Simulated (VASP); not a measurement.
Runs of VASP 6.6.1 on TiC3. The structure is that of space group P-6m2 (No. 187), or close to it. The cells are those of the table. 

```tsv
task	level	spin	U	cell	k mesh	cutoff (eV)	smearing	gap on the mesh (eV)	pressure (GPa)	relaxed volume (Å³/atom)	largest force (eV/Å)
relaxation of cell and atoms	PBE	off	-	relaxed from a = 3.027, b = 3.027, c = 4.266 Å, angles 90.0, 90.0, 120.0°, 4 atoms	18 × 18 × 12	600	gaussian 0.1 eV	none	0.0	8.58	-
single point	PBE	off	-	a = 3.018, b = 3.018, c = 4.285 Å, angles 90.0, 90.0, 120.0°, 4 atoms	6 × 6 × 2	520	gaussian 0.1 eV	none	0.6	-	0.05
single point	PBE+U	off	Ti d U = 4.0 eV	a = 3.050, b = 3.050, c = 4.261 Å, angles 90.0, 90.0, 120.0°, 4 atoms	18 × 18 × 12	600	methfessel-paxton 0.1 eV	none	(a)	-	0.20
relaxation of cell and atoms	PBE	off	-	relaxed from a = 3.018, b = 3.018, c = 4.285 Å, angles 90.0, 90.0, 120.0°, 4 atoms	6 × 6 × 4	600	gaussian 0.1 eV	none	0.1	8.45	0.01
single point	PBE	off	-	a = 3.050, b = 3.050, c = 4.261 Å, angles 90.0, 90.0, 120.0°, 4 atoms	18 × 18 × 12	520	gaussian 0.1 eV	none	0.3	-	(b)
single point	PBE	off	-	a = 2.559, b = 2.559, c = 7.940 Å, angles 90.0, 90.0, 120.0°, 4 atoms	6 × 6 × 2	520	gaussian 0.1 eV	none	-16.5	-	0.49
relaxation of cell and atoms	PBE	off	-	relaxed from a = 2.559, b = 2.559, c = 7.940 Å, angles 90.0, 90.0, 120.0°, 4 atoms	6 × 6 × 2	600	gaussian 0.1 eV	none	0.3	8.45	-
single point	PBE	off	-	a = 3.027, b = 3.027, c = 4.266 Å, angles 90.0, 90.0, 120.0°, 4 atoms	6 × 6 × 4	520	gaussian 0.1 eV	none	0.2	-	0.04
single point	PBE	collinear, ferromagnetic start	-	a = 3.027, b = 3.027, c = 4.266 Å, angles 90.0, 90.0, 120.0°, 4 atoms	6 × 6 × 4	520	gaussian 0.1 eV	none	0.2	-	0.04
```

Alike in all rows: potentials or basis VASP PAW PBE potentials, release 64 (Ti_sv, C).

Estimate the missing entries.

(a) 7.8; (b) 0.03.

Caveats: some runs use coarse meshes; U without spin polarisation on a metal has little footing (some runs); the U is typed as a test and isn't derived for this compound (some runs); the volume moved by over 15 % at a fixed basis, so the end points are rough (some runs).

A gap of «none» marks levels without a gap at the run's occupations.
